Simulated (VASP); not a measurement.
# TaN (P-62m) in VASP: settings compared, part 2 of 2

VASP 6.6.1. The steps go on from the part before.

### 4 Single point, PBEsol+D4

This run uses another cell than the first one, of 11.12 Å³/atom, 1.011 times its volume.

INCAR reads:

```
  ALGO = Normal
  EDIFF = 1E-6
  ENCUT = 520
  GGA = PS
  ISIF = 2
  ISMEAR = -1
  IVDW = 13
  LASPH = T
  LCHARG = T
  LELF = T
  LREAL = F
  LVHAR = T
  LWAVE = F
  NBANDS = 33
  NELM = 80
  PREC = Accurate
  SIGMA = 0.05
```

KPOINTS reads:

```
k-points
0
Gamma
  6 6 9
```

POSCAR reads:

```
TaN
1.0
    5.1665204144      0.0000000000      0.0000000000
   -2.5832602072      4.4743379280      0.0000000000
    0.0000000000      0.0000000000      2.8868817642
Ta N
3 3
Direct
    0.0000000000      0.0000000000      0.0000000000
    0.6666666667      0.3333333333      0.5000000000
    0.3333333333      0.6666666667      0.5000000000
    0.0000000000      0.3935941854      0.0000000000
    0.6064058146      0.6064058146      0.0000000000
    0.3935941854      0.0000000000      0.0000000000
```

Potentials or basis: VASP PAW PBE potentials, release 64 (Ta_pv, N).

Command:

```console
cat potpaw_PBE.64/Ta_pv/POTCAR potpaw_PBE.64/N/POTCAR > POTCAR
mpirun -np 1 vasp_std > vasp.out
```

OUTCAR:

```text
EDIFF = 1E-6
   ENCUT = 520
   GGA = PS
   ISIF = 2
   ISMEAR = -1
   IVDW = 13
   LASPH = T
   LREAL = F
   NELM = 80
   PREC = Accurate

 ion  position               nearest neighbor table
   1  0.000  0.000  0.000-   4 2.03   5 2.03   6 2.03   3 3.31   2 3.31   2 3.31   3 3.31   3 3.31
                             3 3.31   2 3.31   2 3.31   2 3.31   2 3.31   3 3.31   3 3.31
   2  0.667  0.333  0.500-   4 2.15   4 2.15   6 2.15   6 2.15   5 2.15   5 2.15   3 2.98   3 2.98
                             3 2.98   1 3.31   1 3.31   1 3.31   1 3.31   1 3.31   1 3.31
   3  0.333  0.667  0.500-   6 2.15   6 2.15   4 2.15   4 2.15   5 2.15   5 2.15   2 2.98   2 2.98
                             2 2.98   1 3.31   1 3.31   1 3.31   1 3.31   1 3.31   1 3.31
   4  0.000  0.394  0.000-   1 2.03   2 2.15   2 2.15   3 2.15   3 2.15
   5  0.606  0.606  0.000-   1 2.03   2 2.15   2 2.15   3 2.15   3 2.15
   6  0.394  0.000  0.000-   1 2.03   3 2.15   3 2.15   2 2.15   2 2.15

  LATTYP: Found a hexagonal cell.
 ALAT       =     5.1665204144
 C/A-ratio  =     0.5587671262

  Lattice vectors:

 A1 = (   5.1665204144,   0.0000000000,   0.0000000000)
 A2 = (  -2.5832602072,   4.4743379280,   0.0000000000)
 A3 = (   0.0000000000,   0.0000000000,   2.8868817642)
[... 188 lines left out ...]
 Fermi energy:         8.3747968273

 k-point     1 :       0.0000    0.0000    0.0000
  band No.  band energies     occupation
      1     -27.7859      2.00000
      2     -27.7859      2.00000
      3     -27.4138      2.00000
      4     -27.4138      2.00000
      5     -27.2151      2.00000
      6     -27.0986      2.00000
[... 853 lines left out ...]
     32      12.2099      0.00000
     33      13.5842      0.00000

 [... further k-points ...]

------------------------ aborting loop because EDIFF is reached ----------------------------------------

  DFT-D4 for vdW energy calculation

  Edisp (eV):   -1.06083

  FORCE on cell =-STRESS in cart. coord.  units (eV):
  Direction    XX          YY          ZZ          XY          YZ          ZX
  --------------------------------------------------------------------------------------
  -------------------------------------------------------------------------------------
  Total       0.40221     0.40221     0.34069     0.00000     0.00000     0.00000
  in kB       9.65633     9.65633     8.17931     0.00000     0.00000     0.00000
  external pressure =        9.16 kB  Pullay stress =        0.00 kB

 VOLUME and BASIS-vectors are now :
 -----------------------------------------------------------------------------
  energy-cutoff  :      520.00
  volume of cell :       66.74
      direct lattice vectors                 reciprocal lattice vectors
     5.166520414  0.000000000  0.000000000     0.193553866  0.111748377  0.000000000
    -2.583260207  4.474337928  0.000000000     0.000000000  0.223496753  0.000000000
     0.000000000  0.000000000  2.886881764     0.000000000  0.000000000  0.346394512

 POSITION                                       TOTAL-FORCE (eV/Angst)
 -----------------------------------------------------------------------------------
      0.00000      0.00000      0.00000         0.000000      0.000000      0.000000
      2.58326      1.49145      1.44344         0.000000     -0.000000      0.000000
     -0.00000      2.98289      1.44344         0.000000      0.000000      0.000000
     -1.01676      1.76107      0.00000        -0.004593      0.007956      0.000000
      1.56650      2.71326      0.00000        -0.004593     -0.007956      0.000000
      2.03351      0.00000      0.00000         0.009187      0.000000      0.000000
 -----------------------------------------------------------------------------------
    total drift:                               -0.000002     -0.000003      0.000000

  FREE ENERGIE OF THE ION-ELECTRON SYSTEM (eV)
  ---------------------------------------------------
  free  energy   TOTEN  =       -72.4954538466 eV

  energy  without entropy=      -72.4887911743  energy(sigma->0) =      -72.49212251
```

OSZICAR:

```text
N       E                     dE             d eps       ncg     rms          rms(c)
DAV:   1     0.441311646859E+03    0.44131E+03   -0.25974E+04  2310   0.152E+03
DAV:   2    -0.525043532692E+02   -0.49382E+03   -0.47117E+03  2674   0.450E+02
DAV:   3    -0.800925657518E+02   -0.27588E+02   -0.27205E+02  2854   0.103E+02
DAV:   4    -0.805921575753E+02   -0.49959E+00   -0.49723E+00  2868   0.139E+01
DAV:   5    -0.806025194714E+02   -0.10362E-01   -0.10349E-01  3019   0.162E+00    0.456E+01
DAV:   6    -0.717224825465E+02    0.88800E+01   -0.43067E+01  2939   0.358E+01    0.194E+01
DAV:   7    -0.715205353140E+02    0.20195E+00   -0.21542E+00  2837   0.799E+00    0.110E+01
DAV:   8    -0.714505885882E+02    0.69947E-01   -0.35633E-01  2878   0.362E+00    0.977E-01
DAV:   9    -0.714355888866E+02    0.15000E-01   -0.38896E-02  2977   0.149E+00    0.367E-01
DAV:  10    -0.714348917485E+02    0.69714E-03   -0.11561E-02  2783   0.546E-01    0.197E-01
DAV:  11    -0.714346619108E+02    0.22984E-03   -0.22002E-03  2943   0.286E-01    0.439E-02
DAV:  12    -0.714346272149E+02    0.34696E-04   -0.19633E-04  2818   0.829E-02    0.154E-02
DAV:  13    -0.714346273473E+02   -0.13237E-06   -0.10607E-05  2603   0.194E-02    0.441E-03
DAV:  14    -0.714346273774E+02   -0.30074E-07   -0.53902E-07  1601   0.583E-03
   1 F= -.72495454E+02 E0= -.72492123E+02  d E =-.666267E-02
```

It took 92 s on 1 thread of Intel Xeon Platinum 8259CL at 2.50GHz (Skylake/Cascade Lake), shared host; peak memory 0.21 GiB.

What came out:

```
Free energy                : -72.4955 eV
Pressure                   : 0.9 GPa
Largest force              : 0.009 eV/Å
Band gap on the k mesh     : zero (band 24 reaches 10.22 eV, above the bottom of band 25 at 7.01 eV)
Dispersion energy per atom : -0.177 eV
```

Forces on the atoms (eV/Å):
```
Ta   0.000  0.000  0.000
Ta   0.000  0.000  0.000
Ta   0.000  0.000  0.000
N   -0.005  0.008  0.000
N   -0.005 -0.008  0.000
N    0.009  0.000  0.000
```

Levels at points of the mesh, in eV from the Fermi level:
| k point | band 21 | band 22 | band 23 | band 24 | band 25 | band 26 | band 27 | band 28 |
| --- | --- | --- | --- | --- | --- | --- | --- | --- |
| (0.00, 0.00, 0.00) | -4.29 | -3.32 | -1.96 | -0.93 | -0.93 | 0.61 | 0.61 | 1.87 |
| (0.50, 0.00, 0.00) | -3.95 | -3.92 | -2.88 | -2.68 | 1.28 | 1.86 | 1.96 | 2.49 |

Caveat: the PAW data sets were made with another functional, which shifts forces and pressure a little; spin-orbit coupling is left out, which moves the levels of the heavy elements; pairwise dispersion overbinds metals, which lowers pressure and volume.

### 5 Single point, revPBE+D3(BJ)

This run uses another cell than the first one, of 11.19 Å³/atom, 1.018 times its volume.

INCAR reads:

```
  ALGO = Normal
  EDIFF = 1E-6
  ENCUT = 520
  GGA = RE
  ISIF = 2
  ISMEAR = -1
  IVDW = 12
  LASPH = True
  LCHARG = False
  LREAL = False
  LWAVE = False
  NBANDS = 33
  NELM = 100
  PREC = Accurate
  SIGMA = 0.05
```

KPOINTS is that of step 4.

POSCAR reads:

```
TaN
1.0
    5.1723235157      0.0000000000      0.0000000000
   -2.5861617579      4.4793635612      0.0000000000
    0.0000000000      0.0000000000      2.8989918326
Ta N
3 3
Direct
    0.0000000000      0.0000000000      0.0000000000
    0.6666666667      0.3333333333      0.5000000000
    0.3333333333      0.6666666667      0.5000000000
    0.0000000000      0.3939615848      0.0000000000
    0.6060384152      0.6060384152      0.0000000000
    0.3939615848      0.0000000000      0.0000000000
```

Command:

```console
cat potpaw_PBE.64/Ta_pv/POTCAR potpaw_PBE.64/N/POTCAR > POTCAR
mpirun -np 1 vasp_std > vasp.out
```

It took 76 s on 1 thread of Intel Xeon Platinum 8259CL at 2.50GHz (Skylake/Cascade Lake), shared host; peak memory 0.22 GiB.

It converged, with:

```
Free energy                : -69.8530 eV
Pressure                   : 0.8 GPa
Largest force              : 0.008 eV/Å
Band gap on the k mesh     : zero (band 24 reaches 10.30 eV, above the bottom of band 25 at 7.22 eV)
Dispersion energy per atom : -0.832 eV
```

Forces in eV/Å, atoms in the order of the input:
```
Ta   0.000  0.000  0.000
Ta   0.000  0.000  0.000
Ta   0.000  0.000  0.000
N   -0.004  0.007  0.000
N   -0.004 -0.007  0.000
N    0.008  0.000  0.000
```

Stress tensor (GPa, compression positive):
```
0.84 0.00 0.00
0.00 0.84 0.00
0.00 0.00 0.68
```

Levels at points of the mesh, in eV from the Fermi level:
| k point | band 20 | band 21 | band 22 | band 23 | band 24 | band 25 | band 26 | band 27 | band 28 | band 29 |
| --- | --- | --- | --- | --- | --- | --- | --- | --- | --- | --- |
| (0.00, 0.00, 0.00) | -5.02 | -4.28 | -3.35 | -1.90 | -0.90 | -0.90 | 0.64 | 0.64 | 1.93 | 1.98 |
| (0.50, 0.00, 0.00) | -4.64 | -3.91 | -3.90 | -2.84 | -2.61 | 1.27 | 1.88 | 1.98 | 2.49 | 2.51 |

Caveat: the PAW data sets were made with another functional, which shifts forces and pressure a little; spin-orbit coupling is left out, which moves the levels of the heavy elements; pairwise dispersion overbinds metals, which lowers pressure and volume.

### 6 Summary

```tsv
level	potentials or basis	cell	gap on the mesh (eV)	pressure (GPa)	largest force (eV/Å)
PBEsol+D3(BJ)	VASP PAW PBE potentials, release 64 (Ta_pv, N)	a = 5.145, b = 5.145, c = 2.879 Å, angles 90.0, 90.0, 120.0°, 6 atoms	none	1.0	0.01
LDA	VASP PAW LDA potentials, release 64 (Ta_pv, N)	a = 5.151, b = 5.151, c = 2.874 Å, angles 90.0, 90.0, 120.0°, 6 atoms	none	1.9	0.02
PBEsol+D4	VASP PAW PBE potentials, release 64 (Ta_pv, N)	a = 5.167, b = 5.167, c = 2.887 Å, angles 90.0, 90.0, 120.0°, 6 atoms	none	0.9	0.01
revPBE+D3(BJ)	VASP PAW PBE potentials, release 64 (Ta_pv, N)	a = 5.172, b = 5.172, c = 2.899 Å, angles 90.0, 90.0, 120.0°, 6 atoms	none	0.8	0.01
```

Alike in all rows: task single point; no spin polarisation; k mesh 6 × 6 × 9; cutoff (eV) 520; smearing fermi-dirac 0.05 eV.

Caveats: spin-orbit coupling is left out, which moves the levels of the heavy elements; the PAW data sets were made with another functional, which shifts forces and pressure a little (some runs); pairwise dispersion overbinds metals, which lowers pressure and volume (some runs).

Absolute energies hang on the potentials; compare differences alone.
